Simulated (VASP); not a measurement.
Input of a VASP 6.6.1 run:

Contents of INCAR:

```
SYSTEM = Ti
PREC = Accurate
ENCUT = 520
EDIFF = 1E-7
ISMEAR = 0
SIGMA = 0.15
LREAL = .FALSE.
LASPH = .TRUE.
NELM = 80
ALGO = Fast
ISIF = 2
LWAVE = .FALSE.
LCHARG = .FALSE.
GGA = PS
NBANDS = 32
```

The input KPOINTS:

```
Automatic mesh
0
G
  18 18 6
  0 0 0
```

The input POSCAR:

```
Ti
1.0
    2.9001878206      0.0000000000      0.0000000000
   -1.4500939103      2.5116363284      0.0000000000
    0.0000000000      0.0000000000      9.1816218367
Ti
4
Direct
    0.3333333333      0.6666666667      0.1250000000
    0.3333333333      0.6666666667      0.6250000000
    0.6666666667      0.3333333333      0.3750000000
    0.6666666667      0.3333333333      0.8750000000
```

Potentials or basis: VASP PAW PBE potentials, release 64 (Ti_sv).

Launch:

```sh
$ cat potpaw_PBE.64/Ti_sv/POTCAR > POTCAR
$ mpirun -np 1 vasp_std > vasp.out
```

(1) Estimate the band gap on the k mesh.

(2) What does it give for the pressure?

Results:

(1) zero (bands 24 and 25 overlap by 1.03 eV).

(2) -0.2 GPa.

Caveat: the PAW data sets were made with another functional, which shifts forces and pressure a little.
